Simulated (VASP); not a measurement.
Wanted: the native input for a VASP 6.6.1 run.

| Property | Result |
| --- | --- |
| Task | single point |
| Functional | PBE |
| Potentials or basis | VASP PAW PBE potentials, release 64 (Mo_sv, S) |
| Cutoff | 520 eV |
| k mesh | 8 × 8 × 6 |
| Occupations | fermi-dirac, width 0.05 eV |
| Spin | no spin polarisation |
| Dipole correction | no |
| Further INCAR settings | ALGO = Normal; EDIFF = 1e-06; NBANDS = 20 |

The structure of MoS2 lies in POSCAR:

```
MoS2
1.0
    3.1479925200     -1.9297820300      0.0000000000
    3.1479925200      1.9297820300      0.0000000000
   -0.0030992400      0.0000000000      4.4393295900
Mo S
1 2
Direct
    0.0000000000      0.0000000000      0.0000000000
    0.6879000000      0.6879000000      0.2889000000
    0.3121000000      0.3121000000      0.7111000000
```

These files were run (other wordings do the same):

INCAR

```
PREC = Accurate ; ENCUT = 520
EDIFF = 1E-6 ; ISMEAR = -1
SIGMA = 0.05 ; LREAL = F
LASPH = T ; NELM = 60
ALGO = Normal ; ISIF = 2
LWAVE = F ; LCHARG = T
GGA = PE ; LELF = T
LVHAR = T ; NBANDS = 20
```

KPOINTS

```
regular mesh
0
Gamma
  8 8 6
```

Potentials or basis: VASP PAW PBE potentials, release 64 (Mo_sv, S).

Run with:

```sh
$ cat potpaw_PBE.64/Mo_sv/POTCAR potpaw_PBE.64/S/POTCAR > POTCAR
$ mpirun -np 1 vasp_std > vasp.out
```

Results of the run:

| Property | Result |
| --- | --- |
| Pressure | -3.6 GPa |
| Largest force | 1.222 eV/Å |
| Band gap on the k mesh | zero (bands 13 and 14 overlap by 0.93 eV) |

Caveat: the cell stands under tension; forces of over 1 eV/Å act on the atoms, so gaps and moduli don't describe the material at rest.

Run time: 2.4 min on 1 thread of Intel Xeon 8259CL, on a shared host, peak memory 0.25 GiB.
